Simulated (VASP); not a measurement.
# CsPbBr3 (Pm-3m) in VASP: single point with HSE06

Aim: the single point of CsPbBr3 with HSE06.

Program: VASP 6.6.1. These are calculated values, not measurements. Logs are shortened: lines on timing, memory, paths and dates and some standing lists are left out, and cuts for length are marked.

## (1) The cell of the first run

The structure is cubic, space group Pm-3m (No. 221). The conventional cell has a = 5.765 Å, b = 5.765 Å, c = 5.765 Å, α = 90.00°, β = 90.00°, γ = 90.00°. Cs (site symmetry m-3m) has 12 Br at 4.08 Å and 8 Pb at 4.99 Å within 5.3 Å. Within 3.8 Å of Pb (site symmetry m-3m) lie 6 Br at 2.88 Å. Br (site symmetry 4/mmm) has 2 Pb at 2.88 Å within 3.8 Å.

## (2) Single point, HSE06 (strain -3.0%)

File POSCAR:

```
CsPbBr3
1.0
    5.7646724799      0.0000000000      0.0000000000
    0.0000000000      5.7646724799      0.0000000000
    0.0000000000      0.0000000000      5.7646724799
Cs Pb Br
1 1 3
Direct
    0.0000000000      0.0000000000      0.0000000000
    0.5000000000      0.5000000000      0.5000000000
    0.5000000000      0.5000000000      0.0000000000
    0.5000000000      0.0000000000      0.5000000000
    0.0000000000      0.5000000000      0.5000000000
```

File INCAR.step1:

```
SYSTEM = CsPbBr3
ALGO = Normal
EDIFF = 1E-5
ENCUT = 520
GGA = PE
ISIF = 2
ISMEAR = 0
KPAR = 4
LASPH = .True.
LREAL = .False.
LWAVE = .True.
NBANDS = 30
NELM = 100
PREC = Accurate
SIGMA = 0.01
```

File INCAR.step2:

```
SYSTEM = CsPbBr3
ALGO = Normal
EDIFF = 1E-6
ENCUT = 520
GGA = PE
HFSCREEN = 0.2079
ISIF = 2
ISMEAR = 0
ISTART = 1
KPAR = 4
LASPH = .True.
LCHARG = .True.
LHFCALC = .True.
LREAL = .False.
LVHAR = .True.
LWAVE = .False.
NBANDS = 30
NELM = 100
PREC = Accurate
PRECFOCK = Fast
SIGMA = 0.01
```

File KPOINTS:

```
k-points
0
Gamma
  4 4 4
  0 0 0
```

Potentials or basis: VASP PAW PBE potentials, release 64 (Cs_sv, Pb_d, Br).

Launch:

```sh
> cat potpaw_PBE.64/Cs_sv/POTCAR potpaw_PBE.64/Pb_d/POTCAR potpaw_PBE.64/Br/POTCAR > POTCAR
> cp INCAR.step1 INCAR
> mpirun -np 4 vasp_std > vasp.out
> cp INCAR.step2 INCAR
> mpirun -np 4 vasp_std > vasp.out
```

OUTCAR:

```text
SYSTEM = CsPbBr3
   EDIFF = 1E-6
   ENCUT = 520
   GGA = PE
   HFSCREEN = 0.2079
   ISIF = 2
   ISMEAR = 0
   ISTART = 1
   LASPH = .True.
   LHFCALC = .True.
   LREAL = .False.
   NELM = 100
   PREC = Accurate
   PRECFOCK = Fast

 ion  position               nearest neighbor table
   1  0.000  0.000  0.000-
   2  0.500  0.500  0.500-   3 2.88   4 2.88   5 2.88   3 2.88   4 2.88   5 2.88
   3  0.500  0.500  0.000-   2 2.88   2 2.88
   4  0.500  0.000  0.500-   2 2.88   2 2.88
   5  0.000  0.500  0.500-   2 2.88   2 2.88

  LATTYP: Found a simple cubic cell.
 ALAT       =     5.7646724799

  Lattice vectors:

 A1 = (   5.7646724799,   0.0000000000,   0.0000000000)
 A2 = (   0.0000000000,   5.7646724799,   0.0000000000)
 A3 = (   0.0000000000,   0.0000000000,   5.7646724799)

Analysis of symmetry for initial positions (statically):
=====================================================================
 Subroutine PRICEL returns:
 Original cell was already a primitive cell.

 Routine SETGRP: Setting up the symmetry group for a
 simple cubic supercell.

 Subroutine GETGRP returns: Found 48 space group operations
 (whereof 48 operations were pure point group operations)
 out of a pool of 48 trial point group operations.

The static configuration has the point symmetry O_h .

Analysis of symmetry for dynamics (positions and initial velocities):
=====================================================================
 Subroutine PRICEL returns:
 Original cell was already a primitive cell.

 Routine SETGRP: Setting up the symmetry group for a
 simple cubic supercell.

 Subroutine GETGRP returns: Found 48 space group operations
 (whereof 48 operations were pure point group operations)
 out of a pool of 48 trial point group operations.

The dynamic configuration has the point symmetry O_h .

 Subroutine INISYM returns: Found 48 space group operations
 (whereof 48 operations are pure point group operations),
 and found     1 'primitive' translations

----------------------------------------------------------------------------------------

                                     Primitive cell

  volume of cell :     191.5684

  direct lattice vectors                    reciprocal lattice vectors
     5.764672480  0.000000000  0.000000000     0.173470393  0.000000000  0.000000000
     0.000000000  5.764672480  0.000000000     0.000000000  0.173470393  0.000000000
     0.000000000  0.000000000  5.764672480     0.000000000  0.000000000  0.173470393

  length of vectors
     5.764672480  5.764672480  5.764672480     0.173470393  0.173470393  0.173470393

  position of ions in fractional coordinates (direct lattice)
     0.000000000  0.000000000  0.000000000
     0.500000000  0.500000000  0.500000000
     0.500000000  0.500000000  0.000000000
     0.500000000  0.000000000  0.500000000
     0.000000000  0.500000000  0.500000000

  ion indices of the primitive-cell ions
   primitive index   ion index
                 1           1
                 2           2
                 3           3
                 4           4
                 5           5

----------------------------------------------------------------------------------------

 KPOINTS: k-points

Automatic generation of k-mesh.
 Grid dimensions read from file:
 generate k-points for:    4    4    4

 Generating k-lattice:

  Cartesian coordinates                     Fractional coordinates (reciprocal lattice)
     0.043367598  0.000000000  0.000000000     0.250000000  0.000000000  0.000000000
     0.000000000  0.043367598  0.000000000     0.000000000  0.250000000  0.000000000
     0.000000000  0.000000000  0.043367598     0.000000000  0.000000000  0.250000000

  Length of vectors
     0.043367598  0.043367598  0.043367598

  Shift w.r.t. Gamma in fractional coordinates (k-lattice)
     0.000000000  0.000000000  0.000000000

 Subroutine IBZKPT returns following result:
 ===========================================

 Found     10 irreducible k-points:

 Following reciprocal coordinates:
            Coordinates               Weight
  0.000000  0.000000  0.000000      1.000000
  0.250000  0.000000  0.000000      6.000000
  0.500000  0.000000  0.000000      3.000000
  0.250000  0.250000  0.000000     12.000000
  0.500000  0.250000  0.000000     12.000000
  0.500000  0.500000  0.000000      3.000000
  0.250000  0.250000  0.250000      8.000000
  0.500000  0.250000  0.250000     12.000000
  0.500000  0.500000  0.250000      6.000000
  0.500000  0.500000  0.500000      1.000000
   k-points           NKPTS =     10   k-points in BZ     NKDIM =     64   number of bands    NBANDS=     30
   number of dos      NEDOS =    301   number of ions     NIONS =      5
   total plane-waves  NPLWV = 110592
   dimension x,y,z NGX =    48 NGY =   48 NGZ =   48
   dimension x,y,z NGXF=    96 NGYF=   96 NGZF=   96
   ions per type =               1   1   3
   NGX,Y,Z   is equivalent  to a cutoff of  13.84, 13.84, 13.84 a.u.
   NGXF,Y,Z  is equivalent  to a cutoff of  27.69, 27.69, 27.69 a.u.
 SYSTEM =  CsPbBr3
   PREC   = accura    normal or accurate (medium, high low for compatibility)
   ISTART =      1    job   : 0-new  1-cont  2-samecut
   ICHARG =      0    charge: 1-file 2-atom 10-const
   ISPIN  =      1    spin polarized calculation?
   LNONCOLLINEAR =      F non collinear calculations
   LSORBIT =      F    spin-orbit coupling
   LASPH  =      T    aspherical Exc in radial PAW
   ENCUT  =  520.0 eV  38.22 Ry    6.18 a.u.  10.72 10.72 10.72*2*pi/ulx,y,z
   NELM   =    100;   NELMIN=  2; NELMDL=  0     # of ELM steps
   EDIFF  = 0.1E-05   stopping-criterion for ELM
   LREAL  =      F    real-space projection
   EDIFFG = 0.1E-04   stopping-criterion for IOM
   NSW    =      0    number of steps for IOM
   IBRION =     -1    ionic relax: 0-MD 1-quasi-New 2-CG
   NFREE  =      0    steps in history (QN), initial steepest desc. (CG)
   ISIF   =      2    stress and relaxation
   ISYM   =      3    0-nonsym 1-usesym 2-fastsym
   POTIM  = 0.5000    time-step for ionic-motion
   TEBEG  =    0.0;   TEEND  =   0.0 temperature during run
   PSTRESS=    0.0 pullay stress
   NELECT =      44.0000    total number of electrons
   NUPDOWN=      -1.0000    fix difference up-down
   EMIN   =  10.00;   EMAX   =-10.00  energy-range for DOS
   EFERMI =   0.00;   METHOD = LEGACY
   ISMEAR =     0;   SIGMA  =   0.01  broadening in eV -4-tet -1-fermi 0-gaus
   EFERMI_NEDOS =   21; number of points for ismear=-14 and -15
   IALGO  =     38    algorithm
   IMIX   =      1    mixing-type and parameters
     AMIX     =   0.40;   BMIX     =  1.00
     AMIX_MAG =   1.60;   BMIX_MAG =  1.00
  volume/ion in A,a.u.               =      38.31       258.55
  Fermi-wavevector in a.u.,A,eV,Ry     =   1.002577  1.894596 13.676042  1.005161
  Thomas-Fermi vector in A             =   2.135073
   LORBIT       =      0    0 simple, 1 ext, 2 COOP (PROOUT), +10 PAW based schemes
   GGA     = PE    functional components
   LHFCALC =     T    Hartree Fock is set to
   PRECFOCK=fast      Normal, Fast or Accurate (Low or Medium for compatibility)
   ENCUT4O =  -1.0   cutoff for four orbital integrals eV
   NKREDX  =     1    reduce k-point grid by
   NKREDY  =     1    reduce k-point grid by
   NKREDZ  =     1    reduce k-point grid by
   AEXX    =    0.2500 exact exchange contribution
   HFSCREEN=    0.2079 screening length (either q_TF or 0.3 A-1)
   HFSCREENC=   0.2079 screening length for correlation (either q_TF or 0.3 A-1)
   ENCUTFOCK=  -1.0 apply spherical cutoff to Coloumb kernel
   IVDW    =     0    specifies the selected vdW correction
   LEPSILON=     F    determine dielectric tensor
   LRPA    =     F    only Hartree local field effects (RPA)
 non-spin polarized calculation
 Gauss-broadening in eV      SIGMA  =   0.01
  energy-cutoff  :      520.00
  volume of cell :      191.57
 maximum number of plane-waves:      5232
 NGX is ok and might be reduce to    48
  NGX = 24; NGY = 24; NGZ = 24

 number of electron      44.0000012 magnetization

 Free energy of the ion-electron system (eV)
  ---------------------------------------------------
  ext. energy  EPLUGINS =         0.00000000
  ---------------------------------------------------
  free energy    TOTEN  =       -18.69388154 eV

  energy without entropy =      -18.69388154  energy(sigma->0) =      -18.69388154

 E-fermi :   1.7204     XC(G=0):  -6.5895

 val. band max:        1.6544261749   @ k =   0.5000   0.5000   0.5000
 cond. band min:       3.4884293900   @ k =   0.5000   0.5000   0.5000
 fundamental gap:      1.8340032151
 Fermi energy:         1.7204304844

 k-point     1 :       0.0000    0.0000    0.0000
  band No.  band energies     occupation
      1     -21.9176      2.00000
      2     -17.2931      2.00000
      3     -17.2931      2.00000
      4     -17.0437      2.00000
      5     -17.0437      2.00000
      6     -17.0437      2.00000
[... 22 lines left out ...]
     29       8.6917      0.00000
     30       8.6917      0.00000

 k-point     2 :       0.2500    0.0000    0.0000
  band No.  band energies     occupation
      1     -21.9167      2.00000
      2     -17.2930      2.00000
      3     -17.2487      2.00000
      4     -17.0446      2.00000
      5     -17.0446      2.00000
      6     -17.0437      2.00000
[... 22 lines left out ...]
     29       7.2433      0.00000
     30       8.4876      0.00000

 k-point     3 :       0.5000    0.0000    0.0000
  band No.  band energies     occupation
      1     -21.9158      2.00000
      2     -17.2929      2.00000
      3     -17.2030      2.00000
      4     -17.0455      2.00000
      5     -17.0455      2.00000
      6     -17.0437      2.00000
[... 220 lines left out ...]
     29       7.5623      0.00000
     30       8.1124      0.00000

 k-point    10 :       0.5000    0.5000    0.5000
  band No.  band energies     occupation
      1     -21.9130      2.00000
      2     -17.1441      2.00000
      3     -17.1441      2.00000
      4     -17.0474      2.00000
      5     -17.0474      2.00000
      6     -17.0474      2.00000
[... 22 lines left out ...]
     29       7.2578      0.00000
     30       8.5961      0.00000

------------------------ aborting loop because EDIFF is reached ----------------------------------------

  FORCE on cell =-STRESS in cart. coord.  units (eV):
  Direction    XX          YY          ZZ          XY          YZ          ZX
  --------------------------------------------------------------------------------------
  -------------------------------------------------------------------------------------
  Total        3.1732013      3.1732013      3.1732013     -0.0000000     -0.0000000     -0.0000000
  in kB       26.5389836     26.5389836     26.5389836     -0.0000000     -0.0000000     -0.0000000
  external PRESSURE =      26.5389836 kB  Pullay stress =       0.0000000 kB

 VOLUME and BASIS-vectors are now :
 -----------------------------------------------------------------------------
  energy-cutoff  :      520.00
  volume of cell :      191.57
      direct lattice vectors                 reciprocal lattice vectors
     5.764672480  0.000000000  0.000000000     0.173470393  0.000000000  0.000000000
     0.000000000  5.764672480  0.000000000     0.000000000  0.173470393  0.000000000
     0.000000000  0.000000000  5.764672480     0.000000000  0.000000000  0.173470393

 POSITION                                       TOTAL-FORCE (eV/Angst)
 -----------------------------------------------------------------------------------
      0.00000      0.00000      0.00000         0.000000      0.000000      0.000000
      2.88234      2.88234      2.88234         0.000000      0.000000      0.000000
      2.88234      2.88234      0.00000         0.000000      0.000000      0.000000
      2.88234      0.00000      2.88234         0.000000      0.000000      0.000000
      0.00000      2.88234      2.88234         0.000000      0.000000      0.000000
 -----------------------------------------------------------------------------------
    total drift:                               -0.000003     -0.000006     -0.000006

  FREE ENERGIE OF THE ION-ELECTRON SYSTEM (eV)
  ---------------------------------------------------
  free  energy   TOTEN  =       -18.6938815436 eV

  energy  without entropy=      -18.6938815436  energy(sigma->0) =      -18.69388154
```

It took 12 min on 4 MPI ranks of Intel Xeon Platinum 8259CL at 2.50GHz (Skylake/Cascade Lake), shared host; peak memory 0.48 GiB.

What came out:

```
Free energy            : -18.6939 eV
Pressure               : 2.7 GPa
Band gap on the k mesh : 1.83 eV
```

Levels at points of the mesh, in eV from the valence-band top:
| k point | band 18 | band 19 | band 20 | band 21 | band 22 | band 23 | band 24 | band 25 | band 26 | band 27 |
| --- | --- | --- | --- | --- | --- | --- | --- | --- | --- | --- |
| (0.00, 0.00, 0.00) | -3.15 | -3.15 | -2.97 | -2.97 | -2.97 | 3.33 | 4.32 | 4.32 | 5.14 | 5.14 |
| (0.50, 0.00, 0.00) | -3.31 | -3.30 | -3.12 | -3.12 | -1.91 | 3.04 | 4.88 | 5.46 | 5.49 | 5.79 |
| (0.50, 0.50, 0.00) | -3.40 | -3.40 | -3.11 | -2.58 | -0.93 | 2.47 | 2.47 | 5.55 | 5.63 | 6.07 |
| (0.50, 0.50, 0.50) | -3.10 | -2.56 | -2.56 | -2.56 | 0.00 | 1.83 | 1.83 | 1.83 | 4.85 | 5.60 |

Caveat: the cell differs from its parent crystal (strain -3.0%); the PAW data sets were made with another functional, which shifts forces and pressure a little; spin-orbit coupling is left out, which moves the levels of the heavy elements. A k mesh can miss the band edges.
